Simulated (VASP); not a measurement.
Here is a VASP 6.6.1 calculation.

INCAR

```
SYSTEM = Si4O
ALGO = Normal ; DIPOL = 0.5 0.5 0.344
EDIFF = 1E-6 ; ENCUT = 520
GGA = PE ; IDIPOL = 3
ISIF = 2 ; ISMEAR = 0
ISPIN = 2 ; LASPH = .TRUE.
LCHARG = .FALSE. ; LDIPOL = .TRUE.
LORBIT = 11 ; LREAL = .FALSE.
LWAVE = .FALSE. ; MAGMOM = 0 0 0 0 2
NBANDS = 23 ; NELM = 150
PREC = Accurate ; SIGMA = 0.05
```

Contents of KPOINTS:

```
k-points
0
G
  7 7 1
  0 0 0
```

Contents of POSCAR:

```
Si4O
1.0
    3.8675355712      0.0000000000      0.0000000000
    0.0000000000      3.8675355712      0.0000000000
    0.0000000000      0.0000000000     19.6115149722
Si O
4 1
Direct
    0.0000000000      0.5000000000      0.2039618054
    0.0000000000      0.0000000000      0.2736851448
    0.5000000000      0.0000000000      0.3452315372
    0.5000000000      0.5000000000      0.4136098095
    0.5000000000      0.6666666667      0.4854525707
```

Potentials or basis: VASP PAW PBE potentials, release 64 (Si, O).

Command:

```bash
$ cat potpaw_PBE.64/Si/POTCAR potpaw_PBE.64/O/POTCAR > POTCAR
$ mpirun -np 1 vasp_std > vasp.out
```

Predict the largest force.

0.512 eV/Å.

What does it give for the net moment?

0.24 μB per cell.

Estimate the site moments.

Si +0.04, +0.01, +0.02, +0.00; O +0.04 μB.

Forces on the atoms (eV/Å):
```
Si   0.000  0.029 -0.007
Si   0.000  0.161  0.214
Si   0.000 -0.346 -0.371
Si   0.000  0.512 -0.029
O    0.000 -0.356  0.194
```
